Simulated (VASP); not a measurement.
Runs of VASP 6.6.1 on Si2Ni. The structure is that of space group P4mm (No. 99), or close to it. The cells are those of the table. 

```tsv
cell	k mesh	gap on the mesh (eV)	largest force (eV/Å)
a = 3.812, b = 3.812, c = 27.131 Å, 15 atoms	9 × 9 × 1	none	1.94
a = 3.812, b = 3.812, c = 27.131 Å, 15 atoms	4 × 4 × 1	none	(a)
a = 3.812, b = 3.812, c = 27.131 Å, 15 atoms	1 × 1 × 1	-	1.89
a = 3.812, b = 3.812, c = 17.131 Å, 15 atoms	9 × 9 × 1	none	1.87
```

Alike in all rows: task single point; level PBEsol; potentials or basis VASP PAW PBE potentials, release 64 (Si, Ni); no spin polarisation; cutoff (eV) 520; smearing gaussian 0.1 eV.

**Question.** Estimate the missing entries.

**Answer.** (a) 1.95.

Caveats: some runs use coarse meshes; the PAW data sets were made with another functional, which shifts forces and pressure a little.

A gap of «none» marks levels without a gap at the run's occupations.
